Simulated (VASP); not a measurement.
Ta, 1 atom in the cell. Symmetry: I4/mmm, No. 139, tetragonal system. The conventional cell has a = 3.303 Å, b = 3.303 Å, c = 3.402 Å, α = 90.00°, β = 90.00°, γ = 90.00°. Within 3.8 Å of Ta (site symmetry 4/mmm) lie 14 Ta at 2.89 to 3.40 Å.  This cell differs from its parent crystal: zz strain of +3 %.

* Program: VASP 6.6.1
* Task: single point
* Functional: PBEsol
* Potentials or basis: VASP PAW PBE potentials, release 64 (Ta_pv)
* Cutoff: 520 eV
* k mesh: 17 × 17 × 17
* Occupations: fermi-dirac, width 0.08 eV
* Spin: no spin polarisation
* Dipole correction: no
* Further INCAR settings: ALGO = Normal; EDIFF = 1e-07; NBANDS = 12

Potentials or basis: VASP PAW PBE potentials, release 64 (Ta_pv).

Run with:

```console
$ cat potpaw_PBE.64/Ta_pv/POTCAR > POTCAR
$ mpirun -np 1 vasp_std > vasp.out
```

Hardware: 1 thread of Intel(R) Xeon(R) Platinum 8488C (Sapphire Rapids), on a shared host.

How long does it take, and how much memory?

It took 32 s on 1 thread of Intel(R) Xeon(R) Platinum 8488C (Sapphire Rapids), on a shared host, peak memory 0.21 GiB. Counts: scf iterations 11, k points 405.
